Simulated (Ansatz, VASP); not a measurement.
**Lu3TiN in VASP and in Ansatz**

```
Lu Ti N
1.0
     4.72008    0.00000    0.00000
     0.00000    4.72008    0.00000
     0.00000    0.00000    4.72008
Lu Ti N
3 1 1
Direct
  0.50000 0.00000 0.50000
  0.50000 0.50000 0.00000
  0.00000 0.50000 0.50000
  0.00000 0.00000 0.00000
  0.50000 0.50000 0.50000
```

Change from the starting cell: species swapped into the Ti3AlN type (Pm-3m, No. 221).

Alike in both runs: functional PBE; k mesh 4 × 4 × 4; occupations gaussian, width 0.1 eV; collinear spin.

Ansatz relaxed the structure, and its values are those at the end. VASP's run is a single point on that final structure, the one shown.

|  | VASP | Ansatz |
| --- | --- | --- |
| version | VASP 6.6.1 | Ansatz 0.2.0 |
| potentials or method | VASP PAW PBE potentials, release 64 (Lu, Ti_sv, N), cutoff 520 eV | scalar-relativistic, plane waves, PAW |
| valence electrons in the cell | 92 | 92 |

```tsv
	VASP	Ansatz	Ansatz less VASP
gap on the k mesh at the Fermi level (eV)	none	none	-
pressure (GPa)	0.3	0.0	-0.32
net moment per atom (μB)	0.63	0.63	+0.001
size of the moment on the site where the two differ most (μB)	1.37	1.64	+0.276
```

Site moments also hang on the region over which each program counts them. A gap of «none» marks a metal or a gap that the smearing closes.

Spin-orbit coupling is off throughout.
